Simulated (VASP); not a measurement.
# InSb (F-43m) in VASP: relaxation of cell and atoms with PBE

Aim: the relaxation of cell and atoms of InSb with PBE.

All numbers are computed with VASP 6.6.1; they aren't measurements. Logs are shortened: lines on timing, memory, paths and dates and some standing lists are left out, and cuts for length are marked.

**1. The cell of the first run**

Symmetry: F-43m, No. 216, cubic system. Conventional cell: a = 6.433 Å, b = 6.433 Å, c = 6.433 Å, α = 90.00°, β = 90.00°, γ = 90.00°. In (site symmetry -43m) has 4 Sb at 2.79 Å within 3.7 Å. Sb (site symmetry -43m) has 4 In at 2.79 Å within 3.7 Å.

**2. Relaxation of cell and atoms, PBE**

Input file INCAR:

```
ALGO = Normal
EDIFF = 1E-7
EDIFFG = -0.005
ENCUT = 600
GGA = PE
IBRION = 2
ISIF = 3
ISMEAR = -1
LASPH = T
LCHARG = F
LREAL = F
LWAVE = F
NELM = 80
NSW = 80
PREC = Accurate
SIGMA = 0.02
```

Input file KPOINTS:

```
k-points
0
Gamma
  6 6 6
```

Input file POSCAR:

```
InSb
1.0
    0.0000000000      3.2166492898      3.2166492898
    3.2166492898      0.0000000000      3.2166492898
    3.2166492898      3.2166492898      0.0000000000
In Sb
1 1
Direct
    0.0000000000      0.0000000000      0.0000000000
    0.2500000000      0.2500000000      0.2500000000
```

Potentials or basis: VASP PAW PBE potentials, release 64 (In_d, Sb).

The run is started by

```console
$ cat potpaw_PBE.64/In_d/POTCAR potpaw_PBE.64/Sb/POTCAR > POTCAR
$ mpirun -np 1 vasp_std > vasp.out
```

OUTCAR:

```text
EDIFF = 1E-7
   EDIFFG = -0.005
   ENCUT = 600
   GGA = PE
   IBRION = 2
   ISIF = 3
   ISMEAR = -1
   LASPH = T
   LREAL = F
   NELM = 80
   NSW = 80
   PREC = Accurate

 ion  position               nearest neighbor table
   1  0.000  0.000  0.000-   2 2.79   2 2.79   2 2.79   2 2.79
   2  0.250  0.250  0.250-   1 2.79   1 2.79   1 2.79   1 2.79

  LATTYP: Found a face centered cubic cell.
 ALAT       =     6.4332985796

  Lattice vectors:

 A1 = (   0.0000000000,   3.2166492898,   3.2166492898)
 A2 = (   3.2166492898,   0.0000000000,   3.2166492898)
 A3 = (   3.2166492898,   3.2166492898,   0.0000000000)

Analysis of symmetry for initial positions (statically):
=====================================================================
 Subroutine PRICEL returns:
 Original cell was already a primitive cell.

 Routine SETGRP: Setting up the symmetry group for a
 face centered cubic supercell.

 Subroutine GETGRP returns: Found 24 space group operations
 (whereof 24 operations were pure point group operations)
 out of a pool of 48 trial point group operations.

The static configuration has the point symmetry T_d .

Analysis of symmetry for dynamics (positions and initial velocities):
=====================================================================
 Subroutine PRICEL returns:
 Original cell was already a primitive cell.

 Routine SETGRP: Setting up the symmetry group for a
 face centered cubic supercell.

 Subroutine GETGRP returns: Found 24 space group operations
 (whereof 24 operations were pure point group operations)
 out of a pool of 48 trial point group operations.

The dynamic configuration has the point symmetry T_d .

 Subroutine INISYM returns: Found 24 space group operations
 (whereof 24 operations are pure point group operations),
 and found     1 'primitive' translations

----------------------------------------------------------------------------------------

                                     Primitive cell

  volume of cell :      66.5643

  direct lattice vectors                    reciprocal lattice vectors
     0.000000000  3.216649290  3.216649290    -0.155441254  0.155441254  0.155441254
     3.216649290  0.000000000  3.216649290     0.155441254 -0.155441254  0.155441254
     3.216649290  3.216649290  0.000000000     0.155441254  0.155441254 -0.155441254

  length of vectors
     4.549029051  4.549029051  4.549029051     0.269232150  0.269232150  0.269232150

  position of ions in fractional coordinates (direct lattice)
     0.000000000  0.000000000  0.000000000
     0.250000000  0.250000000  0.250000000

  ion indices of the primitive-cell ions
   primitive index   ion index
                 1           1
                 2           2

----------------------------------------------------------------------------------------

 KPOINTS: k-points

Automatic generation of k-mesh.
 Grid dimensions read from file:
 generate k-points for:    6    6    6

 Generating k-lattice:

  Cartesian coordinates                     Fractional coordinates (reciprocal lattice)
    -0.025906876  0.025906876  0.025906876     0.166666667  0.000000000  0.000000000
     0.025906876 -0.025906876  0.025906876     0.000000000  0.166666667  0.000000000
     0.025906876  0.025906876 -0.025906876     0.000000000  0.000000000  0.166666667

  Length of vectors
     0.044872025  0.044872025  0.044872025

  Shift w.r.t. Gamma in fractional coordinates (k-lattice)
     0.000000000  0.000000000  0.000000000

 Subroutine IBZKPT returns following result:
 ===========================================

 Found     16 irreducible k-points:

 Following reciprocal coordinates:
            Coordinates               Weight
  0.000000  0.000000  0.000000      1.000000
  0.166667  0.000000  0.000000      8.000000
  0.333333  0.000000  0.000000      8.000000
  0.500000  0.000000  0.000000      4.000000
  0.166667  0.166667  0.000000      6.000000
  0.333333  0.166667  0.000000     24.000000
[... 8 lines left out ...]
 -0.333333  0.333333  0.166667     24.000000
 -0.333333  0.500000  0.166667     12.000000
   k-points           NKPTS =     16   k-points in BZ     NKDIM =     16   number of bands    NBANDS=     13
   number of dos      NEDOS =    301   number of ions     NIONS =      2
   total plane-waves  NPLWV =  46656
   dimension x,y,z NGX =    36 NGY =   36 NGZ =   36
   dimension x,y,z NGXF=    72 NGYF=   72 NGZF=   72
   ions per type =               1   1
   NGX,Y,Z   is equivalent  to a cutoff of  13.16, 13.16, 13.16 a.u.
   NGXF,Y,Z  is equivalent  to a cutoff of  26.31, 26.31, 26.31 a.u.
 SYSTEM =  unknown system
   PREC   = accura    normal or accurate (medium, high low for compatibility)
   ISTART =      0    job   : 0-new  1-cont  2-samecut
   ICHARG =      2    charge: 1-file 2-atom 10-const
   ISPIN  =      1    spin polarized calculation?
   LNONCOLLINEAR =      F non collinear calculations
   LSORBIT =      F    spin-orbit coupling
   LASPH  =      T    aspherical Exc in radial PAW
   ENCUT  =  600.0 eV  44.10 Ry    6.64 a.u.   9.09  9.09  9.09*2*pi/ulx,y,z
   NELM   =     80;   NELMIN=  2; NELMDL= -5     # of ELM steps
   EDIFF  = 0.1E-06   stopping-criterion for ELM
   LREAL  =      F    real-space projection
   EDIFFG = -.5E-02   stopping-criterion for IOM
   NSW    =     80    number of steps for IOM
   IBRION =      2    ionic relax: 0-MD 1-quasi-New 2-CG
   NFREE  =      1    steps in history (QN), initial steepest desc. (CG)
   ISIF   =      3    stress and relaxation
   ISYM   =      2    0-nonsym 1-usesym 2-fastsym
   POTIM  = 0.5000    time-step for ionic-motion
   TEBEG  =    0.0;   TEEND  =   0.0 temperature during run
   PSTRESS=    0.0 pullay stress
   NELECT =      18.0000    total number of electrons
   NUPDOWN=      -1.0000    fix difference up-down
   EMIN   =  10.00;   EMAX   =-10.00  energy-range for DOS
   EFERMI =   0.00;   METHOD = LEGACY
   ISMEAR =    -1;   SIGMA  =   0.02  broadening in eV -4-tet -1-fermi 0-gaus
   EFERMI_NEDOS =   21; number of points for ismear=-14 and -15
   IALGO  =     38    algorithm
   IMIX   =      4    mixing-type and parameters
     AMIX     =   0.40;   BMIX     =  1.00
     AMIX_MAG =   1.60;   BMIX_MAG =  1.00
  volume/ion in A,a.u.               =      33.28       224.60
  Fermi-wavevector in a.u.,A,eV,Ry     =   1.058649  2.000556 15.248560  1.120738
  Thomas-Fermi vector in A             =   2.193966
   LORBIT       =      0    0 simple, 1 ext, 2 COOP (PROOUT), +10 PAW based schemes
   GGA     = PE    functional components
   LHFCALC =     F    Hartree Fock is set to
   AEXX    =    0.0000 exact exchange contribution
   IVDW    =     0    specifies the selected vdW correction
   LEPSILON=     F    determine dielectric tensor
   LRPA    =     F    only Hartree local field effects (RPA)
 conjugate gradient relaxation of ions
 non-spin polarized calculation
  energy-cutoff  :      600.00
  volume of cell :       66.56
 maximum number of plane-waves:      2252
   NGX = 19   NGY = 19   NGZ = 19

--------------------------------------- Ionic step        1  -------------------------------------------

 number of electron      17.9999998 magnetization

 Free energy of the ion-electron system (eV)
  ---------------------------------------------------
  ext. energy  EPLUGINS =         0.00000000
  ---------------------------------------------------
  free energy    TOTEN  =        -6.85090453 eV

  energy without entropy =       -6.85053782  energy(sigma->0) =       -6.85072118

 E-fermi :   5.3552     XC(G=0):  -8.7728

 val. band max:        5.3408754173   @ k =   0.0000   0.0000   0.0000
 cond. band min:       5.9136303338   @ k =   0.5000   0.0000   0.0000
 fundamental gap:      0.5727549166
 Fermi energy:         5.3552193007

 k-point     1 :       0.0000    0.0000    0.0000
  band No.  band energies     occupation
      1      -9.3191      2.00000
      2      -9.3191      2.00000
      3      -9.3191      2.00000
      4      -9.2281      2.00000
      5      -9.2281      2.00000
      6      -5.5148      2.00000
      7       5.2728      1.96806
      8       5.3409      1.34398
      9       5.3409      1.34398
     10       5.3409      1.34398
     11       8.2922      0.00000
     12       8.2922      0.00000
     13       8.2922      0.00000

 k-point     2 :       0.1667    0.0000    0.0000
  band No.  band energies     occupation
      1      -9.3323      2.00000
      2      -9.3133      2.00000
      3      -9.3133      2.00000
      4      -9.2285      2.00000
      5      -9.2285      2.00000
      6      -5.2577      2.00000
      7       2.8746      2.00000
      8       4.9920      2.00000
      9       4.9920      2.00000
     10       6.3805      0.00000
     11       8.7593      0.00000
[... 282 lines left out ...]
 POSITION                                       TOTAL-FORCE (eV/Angst)
 -----------------------------------------------------------------------------------
      3.35688      6.71376      3.35688        -0.000000     -0.000000     -0.000000
      1.67844      1.67844      1.67844         0.000000      0.000000      0.000000
 -----------------------------------------------------------------------------------
    total drift:                               -0.000000     -0.000000     -0.000000

  FREE ENERGIE OF THE ION-ELECTRON SYSTEM (eV)
  ---------------------------------------------------
  free  energy   TOTEN  =        -6.9223190367 eV

  energy  without entropy=       -6.9219653973  energy(sigma->0) =       -6.92214222

--------------------------------------- Ionic step        3  -------------------------------------------

 number of electron      18.0000008 magnetization

 Free energy of the ion-electron system (eV)
  ---------------------------------------------------
  ext. energy  EPLUGINS =         0.00000000
  ---------------------------------------------------
  free energy    TOTEN  =        -6.93190165 eV

  energy without entropy =       -6.93154802  energy(sigma->0) =       -6.93172484

 E-fermi :   4.3942     XC(G=0):  -8.3755

 val. band max:        4.3803264944   @ k =   0.0000   0.0000   0.0000
 cond. band min:       4.7952427489   @ k =   0.5000   0.0000   0.0000
 fundamental gap:      0.4149162545
 Fermi energy:         4.3941893462

 k-point     1 :       0.0000    0.0000    0.0000
  band No.  band energies     occupation
      1     -10.0947      2.00000
      2     -10.0947      2.00000
      3     -10.0947      2.00000
      4     -10.0283      2.00000
      5     -10.0283      2.00000
      6      -5.9019      2.00000
      7       3.7839      2.00000
      8       4.3803      1.33334
      9       4.3803      1.33334
     10       4.3803      1.33333
     11       7.3407      0.00000
     12       7.3407      0.00000
     13       7.3407      0.00000

 k-point     2 :       0.1667    0.0000    0.0000
  band No.  band energies     occupation
      1     -10.1034      2.00000
      2     -10.0906      2.00000
      3     -10.0906      2.00000
      4     -10.0285      2.00000
      5     -10.0285      2.00000
      6      -5.6792      2.00000
      7       1.9075      2.00000
      8       4.0845      2.00000
      9       4.0845      2.00000
     10       5.1709      0.00000
     11       7.7548      0.00000
[... 246 lines left out ...]
 POSITION                                       TOTAL-FORCE (eV/Angst)
 -----------------------------------------------------------------------------------
      0.00000      0.00000      0.00000        -0.000000     -0.000000     -0.000000
      1.65914      1.65914      1.65914         0.000000      0.000000      0.000000
 -----------------------------------------------------------------------------------
    total drift:                               -0.000000     -0.000000     -0.000000

  FREE ENERGIE OF THE ION-ELECTRON SYSTEM (eV)
  ---------------------------------------------------
  free  energy   TOTEN  =        -6.9319016510 eV

  energy  without entropy=       -6.9315480231  energy(sigma->0) =       -6.93172484

 reached required accuracy - stopping structural energy minimisation
```

Run time: 22 s. Hardware: 1 thread of Intel Xeon 6975P-C (Granite Rapids), shared host; peak memory 0.22 GiB.

Results:

- Free energy: -6.9319 eV
- Relaxed volume: 36.54 Å³/atom
- Relaxed cell: a = 4.693 Å, b = 4.693 Å, c = 4.693 Å, α = 60.00°, β = 60.00°, γ = 60.00°
- Space group after relaxing (to 0.05 Å): F-43m (No. 216)
- Energy gained by relaxing: 40.5 meV/atom
- Ionic steps: 3
- Pressure after relaxing: 0.0 GPa
- Band gap on the k mesh: zero (filled and empty bands touch)

Step by step:
| step | energy change (eV) | largest force (eV/Å) | pressure (GPa) | volume (Å³) |
| --- | --- | --- | --- | --- |
| 1 | 0.0000 | 0.0000 | 4.35 | 66.56 |
| 2 | -0.0714 | 0.0000 | -1.16 | 75.66 |
| 3 | -0.0810 | 0.0000 | 0.02 | 73.08 |

Final structure:
```cif
data_structure
_symmetry_space_group_name_H-M 'P 1'
_symmetry_Int_Tables_number 1
_cell_length_a 4.6928
_cell_length_b 4.6928
_cell_length_c 4.6928
_cell_angle_alpha 60.000
_cell_angle_beta 60.000
_cell_angle_gamma 60.000
_cell_volume 73.08
loop_
_atom_site_label
_atom_site_type_symbol
_atom_site_fract_x
_atom_site_fract_y
_atom_site_fract_z
_atom_site_occupancy
In1 In 0.00000 0.00000 0.00000 1
Sb1 Sb 0.25000 0.25000 0.25000 1
```

Caveat: spin-orbit coupling is left out, which moves the levels of the heavy elements.
